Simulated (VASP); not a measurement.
# WC (rocksalt type) (Fm-3m) in VASP: notebook

The runs below take WC (rocksalt type) through single point, with PBE.

All numbers are computed with VASP 6.6.1; they aren't measurements. Logs are shortened: lines on timing, memory, paths and dates and some standing lists are left out, and cuts for length are marked.

**1. The cell of the first run**

The structure is cubic, space group Fm-3m (No. 225). The conventional cell has a = 4.166 Å, b = 4.166 Å, c = 4.166 Å, α = 90.00°, β = 90.00°, γ = 90.00°. Within 2.8 Å of W (site symmetry m-3m) lie 6 C at 2.08 Å. Within 2.8 Å of C (site symmetry m-3m) lie 6 W at 2.08 Å.

**2. Single point, PBE**

INCAR

```
SYSTEM = WC
PREC = Accurate
ENCUT = 520
EDIFF = 1E-7
ISMEAR = -1
SIGMA = 0.08
LREAL = .FALSE.
LASPH = .TRUE.
NELM = 80
ALGO = Normal
ISIF = 2
LWAVE = .FALSE.
LCHARG = .TRUE.
GGA = PE
LELF = .TRUE.
LVHAR = .TRUE.
NBANDS = 16
```

KPOINTS

```
Automatic mesh
0
G
  16 16 16
  0 0 0
```

POSCAR

```
WC
1.0
    0.0000000000      2.0828576685      2.0828576685
    2.0828576685      0.0000000000      2.0828576685
    2.0828576685      2.0828576685      0.0000000000
W C
1 1
Direct
    0.0000000000      0.0000000000      0.0000000000
    0.5000000000      0.5000000000      0.5000000000
```

Potentials or basis: VASP PAW PBE potentials, release 64 (W_sv, C).

Started as:

```sh
cat potpaw_PBE.64/W_sv/POTCAR potpaw_PBE.64/C/POTCAR > POTCAR
mpirun -np 1 vasp_std > vasp.out
```

OUTCAR:

```text
SYSTEM = WC
   PREC = Accurate
   ENCUT = 520
   EDIFF = 1E-7
   ISMEAR = -1
   LREAL = .FALSE.
   LASPH = .TRUE.
   NELM = 80
   ISIF = 2
   GGA = PE

 ion  position               nearest neighbor table
   1  0.000  0.000  0.000-   2 2.08   2 2.08   2 2.08   2 2.08   2 2.08   2 2.08
   2  0.500  0.500  0.500-   1 2.08   1 2.08   1 2.08   1 2.08   1 2.08   1 2.08

  LATTYP: Found a face centered cubic cell.
 ALAT       =     4.1657153370

  Lattice vectors:

 A1 = (   0.0000000000,   2.0828576685,   2.0828576685)
 A2 = (   2.0828576685,   0.0000000000,   2.0828576685)
 A3 = (   2.0828576685,   2.0828576685,   0.0000000000)

Analysis of symmetry for initial positions (statically):
=====================================================================
 Subroutine PRICEL returns:
 Original cell was already a primitive cell.

 Routine SETGRP: Setting up the symmetry group for a
 face centered cubic supercell.

 Subroutine GETGRP returns: Found 48 space group operations
 (whereof 48 operations were pure point group operations)
 out of a pool of 48 trial point group operations.

The static configuration has the point symmetry O_h .

Analysis of symmetry for dynamics (positions and initial velocities):
=====================================================================
 Subroutine PRICEL returns:
 Original cell was already a primitive cell.

 Routine SETGRP: Setting up the symmetry group for a
 face centered cubic supercell.

 Subroutine GETGRP returns: Found 48 space group operations
 (whereof 48 operations were pure point group operations)
 out of a pool of 48 trial point group operations.

The dynamic configuration has the point symmetry O_h .

 Subroutine INISYM returns: Found 48 space group operations
 (whereof 48 operations are pure point group operations),
 and found     1 'primitive' translations

----------------------------------------------------------------------------------------

                                     Primitive cell

  volume of cell :      18.0721

  direct lattice vectors                    reciprocal lattice vectors
     0.000000000  2.082857668  2.082857668    -0.240054809  0.240054809  0.240054809
     2.082857668  0.000000000  2.082857668     0.240054809 -0.240054809  0.240054809
     2.082857668  2.082857668  0.000000000     0.240054809  0.240054809 -0.240054809

  length of vectors
     2.945605563  2.945605563  2.945605563     0.415787126  0.415787126  0.415787126

  position of ions in fractional coordinates (direct lattice)
     0.000000000  0.000000000  0.000000000
     0.500000000  0.500000000  0.500000000

  ion indices of the primitive-cell ions
   primitive index   ion index
                 1           1
                 2           2

----------------------------------------------------------------------------------------

 KPOINTS: Automatic mesh

Automatic generation of k-mesh.
 Grid dimensions read from file:
 generate k-points for:   16   16   16

 Generating k-lattice:

  Cartesian coordinates                     Fractional coordinates (reciprocal lattice)
    -0.015003426  0.015003426  0.015003426     0.062500000  0.000000000  0.000000000
     0.015003426 -0.015003426  0.015003426     0.000000000  0.062500000  0.000000000
     0.015003426  0.015003426 -0.015003426     0.000000000  0.000000000  0.062500000

  Length of vectors
     0.025986695  0.025986695  0.025986695

  Shift w.r.t. Gamma in fractional coordinates (k-lattice)
     0.000000000  0.000000000  0.000000000

 Subroutine IBZKPT returns following result:
 ===========================================

 Found    145 irreducible k-points:

 Following reciprocal coordinates:
            Coordinates               Weight
  0.000000  0.000000  0.000000      1.000000
  0.062500  0.000000  0.000000      8.000000
  0.125000  0.000000  0.000000      8.000000
  0.187500  0.000000  0.000000      8.000000
  0.250000  0.000000  0.000000      8.000000
  0.312500  0.000000  0.000000      8.000000
[... 16 lines left out ...]
 -0.125000  0.062500  0.000000     24.000000
 -0.062500  0.062500  0.000000     12.000000
 [... further k-points ...]
   k-points           NKPTS =    145   k-points in BZ     NKDIM =    145   number of bands    NBANDS=     16
   number of dos      NEDOS =    301   number of ions     NIONS =      2
   total plane-waves  NPLWV =  13824
   dimension x,y,z NGX =    24 NGY =   24 NGZ =   24
   dimension x,y,z NGXF=    48 NGYF=   48 NGZF=   48
   ions per type =               1   1
   NGX,Y,Z   is equivalent  to a cutoff of  13.55, 13.55, 13.55 a.u.
   NGXF,Y,Z  is equivalent  to a cutoff of  27.09, 27.09, 27.09 a.u.
 SYSTEM =  WC
   PREC   = accura    normal or accurate (medium, high low for compatibility)
   ISTART =      0    job   : 0-new  1-cont  2-samecut
   ICHARG =      2    charge: 1-file 2-atom 10-const
   ISPIN  =      1    spin polarized calculation?
   LNONCOLLINEAR =      F non collinear calculations
   LSORBIT =      F    spin-orbit coupling
   LASPH  =      T    aspherical Exc in radial PAW
   ENCUT  =  520.0 eV  38.22 Ry    6.18 a.u.   5.48  5.48  5.48*2*pi/ulx,y,z
   NELM   =     80;   NELMIN=  2; NELMDL= -5     # of ELM steps
   EDIFF  = 0.1E-06   stopping-criterion for ELM
   LREAL  =      F    real-space projection
   EDIFFG = 0.1E-05   stopping-criterion for IOM
   NSW    =      0    number of steps for IOM
   IBRION =     -1    ionic relax: 0-MD 1-quasi-New 2-CG
   NFREE  =      0    steps in history (QN), initial steepest desc. (CG)
   ISIF   =      2    stress and relaxation
   ISYM   =      2    0-nonsym 1-usesym 2-fastsym
   POTIM  = 0.5000    time-step for ionic-motion
   TEBEG  =    0.0;   TEEND  =   0.0 temperature during run
   PSTRESS=    0.0 pullay stress
   NELECT =      18.0000    total number of electrons
   NUPDOWN=      -1.0000    fix difference up-down
   EMIN   =  10.00;   EMAX   =-10.00  energy-range for DOS
   EFERMI =   0.00;   METHOD = LEGACY
   ISMEAR =    -1;   SIGMA  =   0.08  broadening in eV -4-tet -1-fermi 0-gaus
   EFERMI_NEDOS =   21; number of points for ismear=-14 and -15
   IALGO  =     38    algorithm
   IMIX   =      4    mixing-type and parameters
     AMIX     =   0.40;   BMIX     =  1.00
     AMIX_MAG =   1.60;   BMIX_MAG =  1.00
  volume/ion in A,a.u.               =       9.04        60.98
  Fermi-wavevector in a.u.,A,eV,Ry     =   1.634918  3.089548 36.367803  2.672958
  Thomas-Fermi vector in A             =   2.726478
   LORBIT       =      0    0 simple, 1 ext, 2 COOP (PROOUT), +10 PAW based schemes
   GGA     = PE    functional components
   LHFCALC =     F    Hartree Fock is set to
   AEXX    =    0.0000 exact exchange contribution
   IVDW    =     0    specifies the selected vdW correction
   LEPSILON=     F    determine dielectric tensor
   LRPA    =     F    only Hartree local field effects (RPA)
 non-spin polarized calculation
  energy-cutoff  :      520.00
  volume of cell :       18.07
 maximum number of plane-waves:       531
 NGX is ok and might be reduce to    24
   NGX = 11   NGY = 11   NGZ = 11

 number of electron      18.0000000 magnetization

 Free energy of the ion-electron system (eV)
  ---------------------------------------------------
  ext. energy  EPLUGINS =         0.00000000
  ---------------------------------------------------
  free energy    TOTEN  =       -20.92846191 eV

  energy without entropy =      -20.91122352  energy(sigma->0) =      -20.91984272

 E-fermi :  14.9230     XC(G=0): -14.5953

 val. band max:       14.9164483690   @ k =  -0.3125   0.3125   0.0000
 cond. band min:      14.9329913989   @ k =  -0.4375   0.1875   0.0000
 fundamental gap:      0.0165430299
 Fermi energy:        14.9229635019

 k-point     1 :       0.0000    0.0000    0.0000
  band No.  band energies     occupation
      1     -60.4615      2.00000
      2     -24.4213      2.00000
      3     -24.4213      2.00000
      4     -24.4213      2.00000
      5      -2.2878      2.00000
      6      11.5150      2.00000
[... 8 lines left out ...]
     15      24.3514      0.00000
     16      41.0976      0.00000

 k-point     2 :       0.0625    0.0000    0.0000
  band No.  band energies     occupation
      1     -60.4584      2.00000
      2     -24.4639      2.00000
      3     -24.4254      2.00000
      4     -24.4254      2.00000
      5      -2.1507      2.00000
      6      11.0552      2.00000
[... 8 lines left out ...]
     15      24.6767      0.00000
     16      39.6412      0.00000

 k-point     3 :       0.1250    0.0000    0.0000
  band No.  band energies     occupation
      1     -60.4499      2.00000
      2     -24.5838      2.00000
      3     -24.4373      2.00000
      4     -24.4373      2.00000
      5      -1.7523      2.00000
      6      10.0785      2.00000
[... 8 lines left out ...]
     15      25.5853      0.00000
     16      37.2544      0.00000

 k-point     4 :       0.1875    0.0000    0.0000
  band No.  band energies     occupation
      1     -60.4371      2.00000
      2     -24.7593      2.00000
      3     -24.4549      2.00000
      4     -24.4549      2.00000
      5      -1.1276      2.00000
      6       8.9493      2.00000
[... 8 lines left out ...]
     15      26.8597      0.00000
     16      35.1622      0.00000
[... 324 lines left out ...]
 k-point    22 :      -0.1875    0.0625    0.0000
  band No.  band energies     occupation
      1     -60.4301      2.00000
      2     -24.8321      2.00000
      3     -24.5040      2.00000
      4     -24.4475      2.00000
      5      -0.7806      2.00000
      6       8.4235      2.00000
[... 8 lines left out ...]
     15      27.4992      0.00000
     16      33.3812      0.00000

 k-point    23 :      -0.1250    0.0625    0.0000
  band No.  band energies     occupation
      1     -60.4436      2.00000
      2     -24.6531      2.00000
      3     -24.4774      2.00000
      4     -24.4320      2.00000
      5      -1.4574      2.00000
      6       9.5956      2.00000
[... 8 lines left out ...]
     15      26.2273      0.00000
     16      35.4965      0.00000

 k-point    24 :      -0.0625    0.0625    0.0000
  band No.  band energies     occupation
      1     -60.4536      2.00000
      2     -24.5225      2.00000
      3     -24.4498      2.00000
      4     -24.4243      2.00000
      5      -1.9278      2.00000
      6      10.6931      2.00000
[... 8 lines left out ...]
     15      25.1954      0.00000
     16      37.9239      0.00000

 [... further k-points ...]

------------------------ aborting loop because EDIFF is reached ----------------------------------------

  FORCE on cell =-STRESS in cart. coord.  units (eV):
  Direction    XX          YY          ZZ          XY          YZ          ZX
  --------------------------------------------------------------------------------------
  -------------------------------------------------------------------------------------
  Total        8.7767079      8.7767079      8.7767079     -0.0000000     -0.0000000      0.0000000
  in kB      778.0964766    778.0964766    778.0964766     -0.0000000     -0.0000000      0.0000000
  external PRESSURE =     778.0964766 kB  Pullay stress =       0.0000000 kB

 VOLUME and BASIS-vectors are now :
 -----------------------------------------------------------------------------
  energy-cutoff  :      520.00
  volume of cell :       18.07
      direct lattice vectors                 reciprocal lattice vectors
     0.000000000  2.082857668  2.082857668    -0.240054809  0.240054809  0.240054809
     2.082857668  0.000000000  2.082857668     0.240054809 -0.240054809  0.240054809
     2.082857668  2.082857668  0.000000000     0.240054809  0.240054809 -0.240054809

 POSITION                                       TOTAL-FORCE (eV/Angst)
 -----------------------------------------------------------------------------------
      0.00000      0.00000      0.00000         0.000000     -0.000000      0.000000
      2.08286      2.08286      2.08286        -0.000000      0.000000      0.000000
 -----------------------------------------------------------------------------------
    total drift:                                0.000000     -0.000000     -0.000000

  FREE ENERGIE OF THE ION-ELECTRON SYSTEM (eV)
  ---------------------------------------------------
  free  energy   TOTEN  =       -20.9284619129 eV

  energy  without entropy=      -20.9112235228  energy(sigma->0) =      -20.91984272
```

Wall time 46 s (1 thread of Intel Xeon 8259CL, shared host); peak memory 0.17 GiB.

What came out:

| Quantity | Value |
| --- | --- |
| Free energy | -20.9285 eV |
| Pressure | 77.8 GPa |
| Band gap on the k mesh | zero (bands 9 and 10 overlap by 3.93 eV) |

Levels at points of the mesh, in eV from the Fermi level:
```
           k point  band 5  band 6  band 7  band 8  band 9  band 10  band 11  band 12  band 13  band 14
(0.00, 0.00, 0.00)  -17.21   -3.41   -3.41   -3.41   -1.42    -1.42    -1.42    -1.14    -1.14     8.31
(0.50, 0.00, 0.00)  -11.46  -11.23   -7.80   -7.80    1.37     1.37     2.99     5.10    10.57    10.57
(0.50, 0.50, 0.00)  -15.00   -7.09   -5.92   -2.77   -2.77     1.15     2.94     2.94     7.10     9.47
```

Caveat: the cell stands under pressure; spin-orbit coupling is left out, which moves the levels of the heavy elements.

(Part 1 of 2 ends here.)
